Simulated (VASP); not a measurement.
# SiC (Moissanite 3C) (F-43m) in VASP: density of states with PBEsol

Aim: the density of states of SiC (Moissanite 3C) with PBEsol.

Program: VASP 6.6.1. These are calculated values, not measurements. Logs are shortened: lines on timing, memory, paths and dates and some standing lists are left out, and cuts for length are marked.

## Step 1: The cell of the first run

It takes space group F-43m (No. 216, cubic). Conventional cell: a = 4.358 Å, b = 4.358 Å, c = 4.358 Å, α = 90.00°, β = 90.00°, γ = 90.00°. Within 2.5 Å of Si (site symmetry -43m) lie 4 C at 1.89 Å. Within 2.5 Å of C (site symmetry -43m) lie 4 Si at 1.89 Å.

## Step 2: Density of states, PBEsol

POSCAR

```
SiC
1.0
    0.0000000000      2.1790000000      2.1790000000
    2.1790000000      0.0000000000      2.1790000000
    2.1790000000      2.1790000000      0.0000000000
Si C
1 1
Direct
    0.0000000000      0.0000000000      0.0000000000
    0.2500000000      0.2500000000      0.2500000000
```

INCAR.step1

```
PREC     = Accurate       # precision mode
ENCUT    = 520            # plane-wave cutoff, eV
EDIFF    = 1E-6           # SCF threshold, eV
ISMEAR   = 0              # smearing method
SIGMA    = 0.15           # smearing width, eV
LREAL    = F              # projectors in reciprocal space
LASPH    = T              # aspherical terms in the spheres
NELM     = 120            # most SCF steps
ALGO     = Normal         # electronic algorithm
ISIF     = 2              # what is computed and relaxed
LWAVE    = F              # write WAVECAR
LCHARG   = T              # write CHGCAR
GGA      = PS             # functional
NBANDS   = 11             # bands
GGA_COMPAT= F            
NEDOS    = 2001           # points of the DOS
LORBIT   = 11             # projections on sites
```

KPOINTS.step1

```
Automatic mesh
0
Gamma
  9 9 9
```

INCAR.step2

```
PREC     = Accurate       # precision mode
ENCUT    = 520            # plane-wave cutoff, eV
EDIFF    = 1E-6           # SCF threshold, eV
ISMEAR   = -5             # smearing method
SIGMA    = 0.15           # smearing width, eV
LREAL    = F              # projectors in reciprocal space
LASPH    = T              # aspherical terms in the spheres
NELM     = 120            # most SCF steps
ALGO     = Normal         # electronic algorithm
ISIF     = 2              # what is computed and relaxed
LWAVE    = F              # write WAVECAR
LCHARG   = F              # write CHGCAR
GGA      = PS             # functional
LORBIT   = 11             # projections on sites
NEDOS    = 2001           # points of the DOS
ICHARG   = 11             # starting density
GGA_COMPAT= F
```

KPOINTS.step2

```
Automatic mesh
0
Gamma
  14 14 14
```

Potentials or basis: VASP PAW PBE potentials, release 64 (Si, C).

Run with:

```
cat potpaw_PBE.64/Si/POTCAR potpaw_PBE.64/C/POTCAR > POTCAR
cp INCAR.step1 INCAR
cp KPOINTS.step1 KPOINTS
mpirun -np 1 vasp_std > vasp.out
cp INCAR.step2 INCAR
cp KPOINTS.step2 KPOINTS
mpirun -np 1 vasp_std > vasp.out
```

OUTCAR:

```text
PREC = Accurate
   ENCUT = 520
   EDIFF = 1E-6
   ISMEAR = -5
   LREAL = F
   LASPH = T
   NELM = 120
   ISIF = 2
   GGA = PS
   LORBIT = 11
   ICHARG = 11

 ion  position               nearest neighbor table
   1  0.000  0.000  0.000-   2 1.89   2 1.89   2 1.89   2 1.89
   2  0.250  0.250  0.250-   1 1.89   1 1.89   1 1.89   1 1.89

  LATTYP: Found a face centered cubic cell.
 ALAT       =     4.3580000000

  Lattice vectors:

 A1 = (   0.0000000000,   2.1790000000,   2.1790000000)
 A2 = (   2.1790000000,   0.0000000000,   2.1790000000)
 A3 = (   2.1790000000,   2.1790000000,   0.0000000000)

Analysis of symmetry for initial positions (statically):
=====================================================================
 Subroutine PRICEL returns:
 Original cell was already a primitive cell.

 Routine SETGRP: Setting up the symmetry group for a
 face centered cubic supercell.

 Subroutine GETGRP returns: Found 24 space group operations
 (whereof 24 operations were pure point group operations)
 out of a pool of 48 trial point group operations.

The static configuration has the point symmetry T_d .

Analysis of symmetry for dynamics (positions and initial velocities):
=====================================================================
 Subroutine PRICEL returns:
 Original cell was already a primitive cell.

 Routine SETGRP: Setting up the symmetry group for a
 face centered cubic supercell.

 Subroutine GETGRP returns: Found 24 space group operations
 (whereof 24 operations were pure point group operations)
 out of a pool of 48 trial point group operations.

The dynamic configuration has the point symmetry T_d .

 Subroutine INISYM returns: Found 24 space group operations
 (whereof 24 operations are pure point group operations),
 and found     1 'primitive' translations

----------------------------------------------------------------------------------------

                                     Primitive cell

  volume of cell :      20.6920

  direct lattice vectors                    reciprocal lattice vectors
     0.000000000  2.179000000  2.179000000    -0.229463056  0.229463056  0.229463056
     2.179000000  0.000000000  2.179000000     0.229463056 -0.229463056  0.229463056
     2.179000000  2.179000000  0.000000000     0.229463056  0.229463056 -0.229463056

  length of vectors
     3.081571352  3.081571352  3.081571352     0.397441672  0.397441672  0.397441672

  position of ions in fractional coordinates (direct lattice)
     0.000000000  0.000000000  0.000000000
     0.250000000  0.250000000  0.250000000

  ion indices of the primitive-cell ions
   primitive index   ion index
                 1           1
                 2           2

----------------------------------------------------------------------------------------

 KPOINTS: Automatic mesh

Automatic generation of k-mesh.
 Grid dimensions read from file:
 generate k-points for:   14   14   14

 Generating k-lattice:

  Cartesian coordinates                     Fractional coordinates (reciprocal lattice)
    -0.016390218  0.016390218  0.016390218     0.071428571  0.000000000  0.000000000
     0.016390218 -0.016390218  0.016390218     0.000000000  0.071428571  0.000000000
     0.016390218  0.016390218 -0.016390218     0.000000000  0.000000000  0.071428571

  Length of vectors
     0.028388691  0.028388691  0.028388691

  Shift w.r.t. Gamma in fractional coordinates (k-lattice)
     0.000000000  0.000000000  0.000000000

 TETIRR: Found    389 inequivalent tetrahedra from    16464

 Subroutine IBZKPT returns following result:
 ===========================================

 Found    104 irreducible k-points:

 Following reciprocal coordinates:
            Coordinates               Weight
  0.000000  0.000000  0.000000      1.000000
  0.071429  0.000000  0.000000      8.000000
  0.142857  0.000000  0.000000      8.000000
  0.214286  0.000000  0.000000      8.000000
  0.285714  0.000000  0.000000      8.000000
  0.357143  0.000000  0.000000      8.000000
[... 16 lines left out ...]
  0.214286  0.142857  0.000000     24.000000
  0.285714  0.142857  0.000000     24.000000
 [... further k-points ...]
   k-points           NKPTS =    104   k-points in BZ     NKDIM =    104   number of bands    NBANDS=      8
   number of dos      NEDOS =   2001   number of ions     NIONS =      2
   total plane-waves  NPLWV =  13824
   dimension x,y,z NGX =    24 NGY =   24 NGZ =   24
   dimension x,y,z NGXF=    48 NGYF=   48 NGZF=   48
   ions per type =               1   1
   NGX,Y,Z   is equivalent  to a cutoff of  12.95, 12.95, 12.95 a.u.
   NGXF,Y,Z  is equivalent  to a cutoff of  25.90, 25.90, 25.90 a.u.
 SYSTEM =  unknown system
   PREC   = accura    normal or accurate (medium, high low for compatibility)
   ISTART =      0    job   : 0-new  1-cont  2-samecut
   ICHARG =     11    charge: 1-file 2-atom 10-const
   ISPIN  =      1    spin polarized calculation?
   LNONCOLLINEAR =      F non collinear calculations
   LSORBIT =      F    spin-orbit coupling
   LASPH  =      T    aspherical Exc in radial PAW
   ENCUT  =  520.0 eV  38.22 Ry    6.18 a.u.   5.73  5.73  5.73*2*pi/ulx,y,z
   NELM   =    120;   NELMIN=  2; NELMDL=  0     # of ELM steps
   EDIFF  = 0.1E-05   stopping-criterion for ELM
   LREAL  =      F    real-space projection
   EDIFFG = 0.1E-04   stopping-criterion for IOM
   NSW    =      0    number of steps for IOM
   IBRION =     -1    ionic relax: 0-MD 1-quasi-New 2-CG
   NFREE  =      0    steps in history (QN), initial steepest desc. (CG)
   ISIF   =      2    stress and relaxation
   ISYM   =      2    0-nonsym 1-usesym 2-fastsym
   POTIM  = 0.5000    time-step for ionic-motion
   TEBEG  =    0.0;   TEEND  =   0.0 temperature during run
   PSTRESS=    0.0 pullay stress
   NELECT =       8.0000    total number of electrons
   NUPDOWN=      -1.0000    fix difference up-down
   EMIN   =  10.00;   EMAX   =-10.00  energy-range for DOS
   EFERMI =   0.00;   METHOD = LEGACY
   ISMEAR =    -5;   SIGMA  =   0.15  broadening in eV -4-tet -1-fermi 0-gaus
   EFERMI_NEDOS =   21; number of points for ismear=-14 and -15
   IALGO  =     38    algorithm
   IMIX   =      4    mixing-type and parameters
     AMIX     =   0.40;   BMIX     =  1.00
     AMIX_MAG =   1.60;   BMIX_MAG =  1.00
  volume/ion in A,a.u.               =      10.35        69.82
  Fermi-wavevector in a.u.,A,eV,Ry     =   1.192626  2.253736 19.352338  1.422357
  Thomas-Fermi vector in A             =   2.328660
   LORBIT       =     11    0 simple, 1 ext, 2 COOP (PROOUT), +10 PAW based schemes
   GGA     = PS    functional components
   LHFCALC =     F    Hartree Fock is set to
   AEXX    =    0.0000 exact exchange contribution
   IVDW    =     0    specifies the selected vdW correction
   LEPSILON=     F    determine dielectric tensor
   LRPA    =     F    only Hartree local field effects (RPA)
 non-spin polarized calculation
 Fermi weights with tetrahedron method with Bloechl corrections
  energy-cutoff  :      520.00
  volume of cell :       20.69
 maximum number of plane-waves:       568

 number of electron       8.0000001 magnetization

 Free energy of the ion-electron system (eV)
  ---------------------------------------------------
  ext. energy  EPLUGINS =         0.00000000
  ---------------------------------------------------
  free energy    TOTEN  =       -15.91515170 eV

  energy without entropy =      -15.91515170  energy(sigma->0) =      -15.91515170

 E-fermi :   8.0570     XC(G=0): -11.5048

 val. band max:        8.0569158247   @ k =   0.0000   0.0000   0.0000
 cond. band min:       9.2904286306   @ k =   0.5000   0.5000   0.0000
 fundamental gap:      1.2335128060
 Fermi energy:         8.0569796737

 k-point     1 :       0.0000    0.0000    0.0000
  band No.  band energies     occupation
      1      -7.3674      2.00000
      2       8.0569      2.00000
      3       8.0569      2.00000
      4       8.0569      2.00000
      5      14.2441      0.00000
      6      15.2991      0.00000
      7      15.2991      0.00000
      8      15.2991      0.00000

 k-point     2 :       0.0714    0.0000    0.0000
  band No.  band energies     occupation
      1      -7.2672      2.00000
      2       7.5062      2.00000
      3       7.9856      2.00000
      4       7.9856      2.00000
      5      14.4461      0.00000
      6      15.3945      0.00000
      7      15.4321      0.00000
      8      15.4321      0.00000

 k-point     3 :       0.1429    0.0000    0.0000
  band No.  band energies     occupation
      1      -6.9685      2.00000
      2       6.1933      2.00000
      3       7.8008      2.00000
      4       7.8008      2.00000
      5      14.4219      0.00000
      6      15.7280      0.00000
      7      15.7280      0.00000
      8      16.0462      0.00000
[... 210 lines left out ...]
 k-point    23 :       0.2143    0.1429    0.0000
  band No.  band energies     occupation
      1      -6.4747      2.00000
      2       5.5627      2.00000
      3       6.8417      2.00000
      4       7.0130      2.00000
      5      13.5202      0.00000
      6      15.4035      0.00000
      7      16.9231      0.00000
      8      17.1508      0.00000

 k-point    24 :       0.2857    0.1429    0.0000
  band No.  band energies     occupation
      1      -5.9289      2.00000
      2       4.0910      2.00000
      3       6.5759      2.00000
      4       6.7424      2.00000
      5      13.3384      0.00000
      6      15.6365      0.00000
      7      16.7055      0.00000
      8      17.3454      0.00000

 [... further k-points ...]

------------------------ aborting loop because EDIFF is reached ----------------------------------------

  FORCE on cell =-STRESS in cart. coord.  units (eV):
  Direction    XX          YY          ZZ          XY          YZ          ZX
  --------------------------------------------------------------------------------------
  -------------------------------------------------------------------------------------
  Total        0.0201884      0.0201884      0.0201884      0.0000000     -0.0000000      0.0000000
  in kB        1.5631891      1.5631891      1.5631891      0.0000000     -0.0000000      0.0000000
  external PRESSURE =       1.5631891 kB  Pullay stress =       0.0000000 kB

 VOLUME and BASIS-vectors are now :
 -----------------------------------------------------------------------------
  energy-cutoff  :      520.00
  volume of cell :       20.69
      direct lattice vectors                 reciprocal lattice vectors
     0.000000000  2.179000000  2.179000000    -0.229463056  0.229463056  0.229463056
     2.179000000  0.000000000  2.179000000     0.229463056 -0.229463056  0.229463056
     2.179000000  2.179000000  0.000000000     0.229463056  0.229463056 -0.229463056

 POSITION                                       TOTAL-FORCE (eV/Angst)
 -----------------------------------------------------------------------------------
      0.00000      0.00000      0.00000        -0.000000     -0.000000     -0.000000
      1.08950      1.08950      1.08950         0.000000      0.000000      0.000000
 -----------------------------------------------------------------------------------
    total drift:                                0.000000      0.000000      0.000000

  FREE ENERGIE OF THE ION-ELECTRON SYSTEM (eV)
  ---------------------------------------------------
  free  energy   TOTEN  =       -15.9151517044 eV

  energy  without entropy=      -15.9151517044  energy(sigma->0) =      -15.91515170

 total charge

# of ion       s       p       d       tot
------------------------------------------
    1        0.709   0.973   0.000   1.682
    2        0.833   1.699   0.000   2.532
--------------------------------------------------
tot          1.541   2.672   0.000   4.214
```

Wall time 31 s (1 thread of AMD EPYC 7R13, shared host); peak memory 0.11 GiB.

What came out:

```yaml
Valence_electrons_inside_the_program's_atomic_spheres: Si 1.68; C 2.53
```

Caveat: the PAW data sets were made with another functional, which shifts forces and pressure a little.
